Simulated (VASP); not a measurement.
# Ir (Fm-3m) in VASP: a series of runs

Runs on Ir. Level: PBEsol. Tasks: elastic constants.

Program: VASP 6.6.1. These are calculated values, not measurements. Logs are shortened: lines on timing, memory, paths and dates and some standing lists are left out, and cuts for length are marked.

### 1 The cell of the first run

The structure is cubic, space group Fm-3m (No. 225). Conventional cell: a = 3.798 Å, b = 3.798 Å, c = 3.798 Å, α = 90.00°, β = 90.00°, γ = 90.00°. Ir (site symmetry m-3m) has 12 Ir at 2.69 Å within 3.5 Å.

### 2 Elastic constants, PBEsol

INCAR reads:

```
ALGO = Normal
EDIFF = 1E-8
ENCUT = 600
GGA = PS
IBRION = 6
ISIF = 3
ISMEAR = -1
LASPH = T
LCHARG = F
LREAL = F
LWAVE = F
NBANDS = 10
NELM = 60
NFREE = 2
NSW = 1
POTIM = 0.015
PREC = Accurate
SIGMA = 0.15
```

KPOINTS reads:

```
k-points
0
Gamma
  20 20 20
```

POSCAR reads:

```
Ir
1.0
    0.0000000000      1.8990587510      1.8990587510
    1.8990587510      0.0000000000      1.8990587510
    1.8990587510      1.8990587510      0.0000000000
Ir
1
Direct
    0.0000000000      0.0000000000      0.0000000000
```

Potentials or basis: VASP PAW PBE potentials, release 64 (Ir).

Started as:

```sh
$ cat potpaw_PBE.64/Ir/POTCAR > POTCAR
$ mpirun -np 1 vasp_std > vasp.out
```

OUTCAR:

```text
EDIFF = 1E-8
   ENCUT = 600
   GGA = PS
   IBRION = 6
   ISIF = 3
   ISMEAR = -1
   LASPH = T
   LREAL = F
   NELM = 60
   NFREE = 2
   NSW = 1
   POTIM = 0.015
   PREC = Accurate

 ion  position               nearest neighbor table
   1  0.000  0.000  0.000-

  LATTYP: Found a face centered cubic cell.
 ALAT       =     3.7981175020

  Lattice vectors:

 A1 = (   0.0000000000,   1.8990587510,   1.8990587510)
 A2 = (   1.8990587510,   0.0000000000,   1.8990587510)
 A3 = (   1.8990587510,   1.8990587510,   0.0000000000)

Analysis of symmetry for initial positions (statically):
=====================================================================
 Subroutine PRICEL returns:
 Original cell was already a primitive cell.

 Routine SETGRP: Setting up the symmetry group for a
 face centered cubic supercell.

 Subroutine GETGRP returns: Found 48 space group operations
 (whereof 48 operations were pure point group operations)
 out of a pool of 48 trial point group operations.

The static configuration has the point symmetry O_h .

Analysis of symmetry for dynamics (positions and initial velocities):
=====================================================================
 Subroutine PRICEL returns:
 Original cell was already a primitive cell.

 Routine SETGRP: Setting up the symmetry group for a
 face centered cubic supercell.

 Subroutine GETGRP returns: Found 48 space group operations
 (whereof 48 operations were pure point group operations)
 out of a pool of 48 trial point group operations.

The dynamic configuration has the point symmetry O_h .

 Subroutine INISYM returns: Found 48 space group operations
 (whereof 48 operations are pure point group operations),
 and found     1 'primitive' translations

----------------------------------------------------------------------------------------

                                     Primitive cell

  volume of cell :      13.6976

  direct lattice vectors                    reciprocal lattice vectors
     0.000000000  1.899058751  1.899058751    -0.263288326  0.263288326  0.263288326
     1.899058751  0.000000000  1.899058751     0.263288326 -0.263288326  0.263288326
     1.899058751  1.899058751  0.000000000     0.263288326  0.263288326 -0.263288326

  length of vectors
     2.685674641  2.685674641  2.685674641     0.456028758  0.456028758  0.456028758

  position of ions in fractional coordinates (direct lattice)
     0.000000000  0.000000000  0.000000000

  ion indices of the primitive-cell ions
   primitive index   ion index
                 1           1

----------------------------------------------------------------------------------------

 KPOINTS: k-points

Automatic generation of k-mesh.
 Grid dimensions read from file:
 generate k-points for:   20   20   20

 Generating k-lattice:

  Cartesian coordinates                     Fractional coordinates (reciprocal lattice)
    -0.013164416  0.013164416  0.013164416     0.050000000  0.000000000  0.000000000
     0.013164416 -0.013164416  0.013164416     0.000000000  0.050000000  0.000000000
     0.013164416  0.013164416 -0.013164416     0.000000000  0.000000000  0.050000000

  Length of vectors
     0.022801438  0.022801438  0.022801438

  Shift w.r.t. Gamma in fractional coordinates (k-lattice)
     0.000000000  0.000000000  0.000000000

 Subroutine IBZKPT returns following result:
 ===========================================

 Found    256 irreducible k-points:

 Following reciprocal coordinates:
            Coordinates               Weight
  0.000000  0.000000  0.000000      1.000000
  0.050000  0.000000  0.000000      8.000000
  0.100000  0.000000  0.000000      8.000000
  0.150000  0.000000  0.000000      8.000000
  0.200000  0.000000  0.000000      8.000000
  0.250000  0.000000  0.000000      8.000000
[... 16 lines left out ...]
 -0.400000  0.050000  0.000000     24.000000
 -0.350000  0.050000  0.000000     24.000000
 [... further k-points ...]
   k-points           NKPTS =    256   k-points in BZ     NKDIM =    256   number of bands    NBANDS=     10
   number of dos      NEDOS =    301   number of ions     NIONS =      1
   total plane-waves  NPLWV =  13824
   dimension x,y,z NGX =    24 NGY =   24 NGZ =   24
   dimension x,y,z NGXF=    48 NGYF=   48 NGZF=   48
[... 23 lines left out ...]
   PSTRESS=    0.0 pullay stress
   NELECT =       9.0000    total number of electrons
   NUPDOWN=      -1.0000    fix difference up-down
   EMIN   =  10.00;   EMAX   =-10.00  energy-range for DOS
   EFERMI =   0.00;   METHOD = LEGACY
   ISMEAR =    -1;   SIGMA  =   0.15  broadening in eV -4-tet -1-fermi 0-gaus
   EFERMI_NEDOS =   21; number of points for ismear=-14 and -15
   IALGO  =     38    algorithm
   IMIX   =      4    mixing-type and parameters
     AMIX     =   0.40;   BMIX     =  1.00
     AMIX_MAG =   1.60;   BMIX_MAG =  1.00
  volume/ion in A,a.u.               =      13.70        92.44
  Fermi-wavevector in a.u.,A,eV,Ry     =   1.423226  2.689508 27.559592  2.025573
  Thomas-Fermi vector in A             =   2.543846
   LORBIT       =      0    0 simple, 1 ext, 2 COOP (PROOUT), +10 PAW based schemes
   GGA     = PS    functional components
   LHFCALC =     F    Hartree Fock is set to
   AEXX    =    0.0000 exact exchange contribution
   IVDW    =     0    specifies the selected vdW correction
   LEPSILON=     F    determine dielectric tensor
   LRPA    =     F    only Hartree local field effects (RPA)
 finite differences with symmetry
 non-spin polarized calculation
  energy-cutoff  :      600.00
  volume of cell :       13.70
 maximum number of plane-waves:       471
 NGX is ok and might be reduce to    24
   NGX = 11   NGY = 11   NGZ = 11

--------------------------------------- Ionic step        1  -------------------------------------------

 number of electron       9.0000000 magnetization

 Free energy of the ion-electron system (eV)
  ---------------------------------------------------
  ext. energy  EPLUGINS =         0.00000000
  ---------------------------------------------------
  free energy    TOTEN  =        -9.83904452 eV

  energy without entropy =       -9.77544078  energy(sigma->0) =       -9.80724265

------------------------ aborting loop because EDIFF is reached ----------------------------------------

  FORCE on cell =-STRESS in cart. coord.  units (eV):
  Direction    XX          YY          ZZ          XY          YZ          ZX
  --------------------------------------------------------------------------------------
  -------------------------------------------------------------------------------------
  Total        1.0514059      1.0514059      1.0514059      0.0000000      0.0000000     -0.0000000
  in kB      122.9803732    122.9803732    122.9803732      0.0000000      0.0000000     -0.0000000
  external PRESSURE =     122.9803732 kB  Pullay stress =       0.0000000 kB
[... 86 lines left out ...]
  FREE ENERGIE OF THE ION-ELECTRON SYSTEM (eV)
  ---------------------------------------------------
  free  energy   TOTEN  =        -9.8161109123 eV

  energy  without entropy=       -9.7543453818  energy(sigma->0) =       -9.78522815

[... ionic steps 4 to 12 ...]

--------------------------------------- Ionic step       13  -------------------------------------------

 number of electron       9.0000000 magnetization

------------------------ aborting loop because EDIFF is reached ----------------------------------------
[... 65 lines left out ...]
--------------------------------------- Ionic step       15  -------------------------------------------

 number of electron       9.0000000 magnetization

 Free energy of the ion-electron system (eV)
  ---------------------------------------------------
  ext. energy  EPLUGINS =         0.00000000
  ---------------------------------------------------
  free energy    TOTEN  =        -9.83904456 eV

  energy without entropy =       -9.77544083  energy(sigma->0) =       -9.80724269

 E-fermi :  10.7845     XC(G=0): -14.2917

 val. band max:       10.7843703157   @ k =   0.3000   0.2000   0.0000
 cond. band min:      10.7861509537   @ k =  -0.4000   0.4500   0.0500
 fundamental gap:      0.0017806380
 Fermi energy:        10.7844804060

 k-point     1 :       0.0000    0.0000    0.0000
  band No.  band energies     occupation
      1      -0.7270      2.00000
      2       6.7181      2.00000
      3       6.7181      2.00000
      4       6.7181      2.00000
      5       9.5750      1.99937
      6       9.5750      1.99937
      7      25.0684      0.00000
      8      30.8351      0.00000
      9      30.8351      0.00000
     10      30.8351      0.00000
[... 287 lines left out ...]
 k-point    24 :      -0.3500    0.0500    0.0000
  band No.  band energies     occupation
      1       2.4043      2.00000
      2       6.7834      2.00000
      3       6.8996      2.00000
      4       7.5786      2.00000
      5      10.6420      1.44227
      6      11.4714      0.02031
      7      21.2901      0.00000
      8      25.9171      0.00000
      9      31.7687      0.00000
     10      33.4545      0.00000

 [... further k-points ...]

------------------------ aborting loop because EDIFF is reached ----------------------------------------

  FORCE on cell =-STRESS in cart. coord.  units (eV):
  Direction    XX          YY          ZZ          XY          YZ          ZX
  --------------------------------------------------------------------------------------
  -------------------------------------------------------------------------------------
  Total        1.0513843      1.0513843      1.0513843      0.0000000     -0.0000000      0.0000000
  in kB      122.9778472    122.9778472    122.9778472      0.0000000     -0.0000000      0.0000000
  external PRESSURE =     122.9778472 kB  Pullay stress =       0.0000000 kB
[... 16 lines left out ...]
  FREE ENERGIE OF THE ION-ELECTRON SYSTEM (eV)
  ---------------------------------------------------
  free  energy   TOTEN  =        -9.8390445555 eV

  energy  without entropy=       -9.7754408314  energy(sigma->0) =       -9.80724269

 INTERNAL STRAIN TENSORS FROM STRAINED CELLS
 ============================================

 INTERNAL STRAIN TENSOR FOR ION    1 for displacements in x,y,z  (eV/Angst):
          X           Y           Z          XY          YZ          ZX
  --------------------------------------------------------------------------------
  x     0.00000    -0.00000    -0.00000     0.00000     0.00000    -0.00000
  y     0.00000     0.00000    -0.00000    -0.00000     0.00000     0.00000
  z    -0.00000     0.00000    -0.00000     0.00000    -0.00000    -0.00000

 INTERNAL STRAIN TENSORS FROM DISPLACED ATOMS
 ============================================

 INTERNAL STRAIN TENSOR FOR ION    1 for displacements in x,y,z  (eV/Angst):
          X           Y           Z          XY          YZ          ZX
  --------------------------------------------------------------------------------
  x     0.00000     0.00000     0.00000     0.00000     0.00000     0.00000
  y     0.00000     0.00000     0.00000     0.00000     0.00000     0.00000
  z     0.00000     0.00000     0.00000     0.00000     0.00000     0.00000

 Eigenvectors and eigenvalues of the dynamical matrix
 ----------------------------------------------------

   1 f  =    0.000000 THz     0.000000 2PiTHz    0.000000 cm-1     0.000000 meV
             X         Y         Z           dx          dy          dz
      0.000000  0.000000  0.000000     0.867530   -0.497384    0.000000

   2 f  =    0.000000 THz     0.000000 2PiTHz    0.000000 cm-1     0.000000 meV
             X         Y         Z           dx          dy          dz
      0.000000  0.000000  0.000000    -0.497384   -0.867530    0.000000

   3 f  =    0.000000 THz     0.000000 2PiTHz    0.000000 cm-1     0.000000 meV
             X         Y         Z           dx          dy          dz
      0.000000  0.000000  0.000000     0.000000    0.000000    1.000000

--------------------------------------------------------------------------------------------------------

 ELASTIC MODULI CONTR FROM IONIC RELAXATION (kBar)
 Direction    XX          YY          ZZ          XY          YZ          ZX
 --------------------------------------------------------------------------------
 XX           0.0000      0.0000      0.0000      0.0000      0.0000      0.0000
 YY           0.0000      0.0000      0.0000      0.0000      0.0000      0.0000
 ZZ           0.0000      0.0000      0.0000      0.0000      0.0000      0.0000
 XY           0.0000      0.0000      0.0000      0.0000      0.0000      0.0000
 YZ           0.0000      0.0000      0.0000      0.0000      0.0000      0.0000
 ZX           0.0000      0.0000      0.0000      0.0000      0.0000      0.0000
 --------------------------------------------------------------------------------

 TOTAL ELASTIC MODULI (kBar)
 Direction    XX          YY          ZZ          XY          YZ          ZX
 --------------------------------------------------------------------------------
 XX        7106.6803   2971.0219   2971.0219      0.0000      0.0000     -0.0000
 YY        2971.0219   7106.6803   2971.0219      0.0000      0.0000     -0.0000
 ZZ        2971.0219   2971.0219   7106.6803      0.0000      0.0000     -0.0000
 XY           0.0000      0.0000      0.0000   3144.4452      0.0000     -0.0000
 YZ           0.0000      0.0000      0.0000      0.0000   3144.4452     -0.0000
 ZX          -0.0000     -0.0000     -0.0000     -0.0000     -0.0000   3144.4452
 --------------------------------------------------------------------------------
```

Wall time 14 min (1 thread of AMD EPYC 9R45 (Zen 5), shared host); peak memory 0.68 GiB.

Results:

- Elastic constants C11, C12, C44: 711, 297, 314 GPa
- Voigt bulk modulus: 435 GPa

Elastic tensor in Voigt notation (GPa, in the Cartesian axes of the cell as first typed):
```
711 297 297   0   0   0
297 711 297   0   0   0
297 297 711   0   0   0
  0   0   0 314   0   0
  0   0   0   0 314   0
  0   0   0   0   0 314
```

Clamped-ion elastic tensor (GPa):
```
711 297 297   0   0   0
297 711 297   0   0   0
297 297 711   0   0   0
  0   0   0 314   0   0
  0   0   0   0 314   0
  0   0   0   0   0 314
```

Caveat: the cell is under stress, which shifts elastic constants; the PAW data sets were made with another functional, which shifts forces and pressure a little; spin-orbit coupling is left out, which moves the levels of the heavy elements.

### 3 Elastic constants, PBEsol

This run uses another cell than the first one, of 13.89 Å³/atom.

INCAR reads:

```
PREC     = Accurate       # precision mode
ENCUT    = 600            # plane-wave cutoff, eV
EDIFF    = 1E-8           # SCF threshold, eV
ISMEAR   = -1             # smearing method
SIGMA    = 0.15           # smearing width, eV
LREAL    = F              # projectors in reciprocal space
LASPH    = T              # aspherical terms in the spheres
NELM     = 100            # most SCF steps
ALGO     = Fast           # electronic algorithm
ISIF     = 3              # what is computed and relaxed
LWAVE    = F              # write WAVECAR
LCHARG   = F              # write CHGCAR
GGA      = PS             # functional
IBRION   = 6              # ionic algorithm
NFREE    = 2            
POTIM    = 0.015          # step
NSW      = 1              # ionic steps
```

KPOINTS reads:

```
regular mesh
0
Gamma
  20 20 20
```

POSCAR reads:

```
Ir
1.0
    0.0000000000      1.9080372842      1.9080372842
    1.9080372842      0.0000000000      1.9080372842
    1.9080372842      1.9080372842      0.0000000000
Ir
1
Direct
    0.0000000000      0.0000000000      0.0000000000
```

Potentials or basis: VASP PAW PBE potentials, release 64 (Ir).

Started as:

```sh
$ cat potpaw_PBE.64/Ir/POTCAR > POTCAR
$ mpirun -np 1 vasp_std > vasp.out
```

Wall time 17 min (1 thread of AMD EPYC 9R45 (Zen 5), shared host); peak memory 0.62 GiB.

It converged, with:

```
Elastic constants C11, C12, C44 : 675, 278, 297 GPa
Voigt bulk modulus              : 411 GPa
```

Elastic tensor in Voigt notation (GPa, in the Cartesian axes of the cell as first typed):
```
675 278 278   0   0   0
278 675 278   0   0   0
278 278 675   0   0   0
  0   0   0 297   0   0
  0   0   0   0 297   0
  0   0   0   0   0 297
```

Clamped-ion elastic tensor (GPa):
```
675 278 278   0   0   0
278 675 278   0   0   0
278 278 675   0   0   0
  0   0   0 297   0   0
  0   0   0   0 297   0
  0   0   0   0   0 297
```

Caveat: the cell is under stress, which shifts elastic constants; the PAW data sets were made with another functional, which shifts forces and pressure a little; spin-orbit coupling is left out, which moves the levels of the heavy elements.
